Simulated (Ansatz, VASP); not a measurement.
AlNi2: VASP beside Ansatz

```
Al Ni
1.0
     3.97400    0.00000    0.00000
    -1.98700    3.44159    0.00000
     0.00000    0.00000    4.90426
Al Ni
2 4
Direct
  0.33333 0.66667 0.18987
  0.66667 0.33333 0.81013
  0.33333 0.66667 0.68511
  0.66667 0.33333 0.31489
  0.00000 0.00000 0.50000
  0.00000 0.00000 0.00000
```

Alike in both runs: task single point; functional PBEsol; k mesh 12 × 12 × 8; occupations gaussian, width 0.3 eV; no spin polarisation.

|  | VASP | Ansatz |
| --- | --- | --- |
| version | VASP 6.6.1 | Ansatz 0.2.0 |
| potentials or method | VASP PAW PBE potentials, release 64 (Al, Ni), cutoff 520 eV | scalar-relativistic, plane waves, PAW |
| valence electrons in the cell | 46 | 78 |

|  | VASP | Ansatz | Ansatz less VASP |
| --- | --- | --- | --- |
| gap on the k mesh at the Fermi level (eV) | none | none | - |
| pressure (GPa) | 0.4 | 0.3 | -0.09 |
| traceless stress, the component that is largest in VASP (GPa) | -0.25 | -0.25 | +0.004 |
| rms of the force components (eV/Å) | 0.021 | 0.019 | -0.0024 |

VASP's potentials were made for PBE, not for PBEsol. Atom by atom the forces differ by 0.004 eV/Å (rms over components). A gap of «none» marks a metal or a gap that the smearing closes. VASP's potentials hold 46 valence electrons a cell and Ansatz's 78, so a difference there can come from the potentials and not from the codes.
